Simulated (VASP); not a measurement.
Here is a VASP 6.6.1 calculation.

The input INCAR:

```
PREC = Accurate ; ENCUT = 520
EDIFF = 1E-6 ; ISMEAR = 0
SIGMA = 0.1 ; LREAL = False
LASPH = True ; NELM = 100
ALGO = Normal ; ISIF = 2
LWAVE = False ; LCHARG = False
LDIPOL = True ; IDIPOL = 3
DIPOL = 0.5 0.5 0.300 ; GGA = PE
NBANDS = 32
```

Contents of KPOINTS:

```
Automatic mesh
0
Gamma
  6 6 1
```

File POSCAR:

```
Al6H
1.0
    5.7143028096      0.0000000000      0.0000000000
   -2.8571514048      4.9487313980      0.0000000000
    0.0000000000      0.0000000000     22.6016424636
Al H
12 2
Direct
    0.3333333333      0.1666666667      0.1769782885
    0.3333333333      0.6666666667      0.1769782885
    0.8333333333      0.1666666667      0.1769782885
    0.8333333333      0.6666666667      0.1769782885
    0.1666666667      0.3333333333      0.2787817904
    0.1666666667      0.8333333333      0.2787817904
    0.6666666667      0.3333333333      0.2787817904
    0.6666666667      0.8333333333      0.2787817904
    0.0000000000      0.0000000000      0.3805759903
    0.0000000000      0.5000000000      0.3805759903
    0.5000000000      0.0000000000      0.3805759903
    0.5000000000      0.5000000000      0.3805759903
    0.2121115019      0.4242230039      0.4288025739
    0.2878884981      0.5757769961      0.4288025739
```

Potentials or basis: VASP PAW PBE potentials, release 64 (Al, H).

Command:

```bash
$ cat potpaw_PBE.64/Al/POTCAR potpaw_PBE.64/H/POTCAR > POTCAR
$ mpirun -np 1 vasp_std > vasp.out
```

(1) Estimate the band gap on the k mesh.

(2) What does it give for the largest force?

Answers

(1) zero (bands 19 and 20 overlap by 0.78 eV).

(2) 3.675 eV/Å.
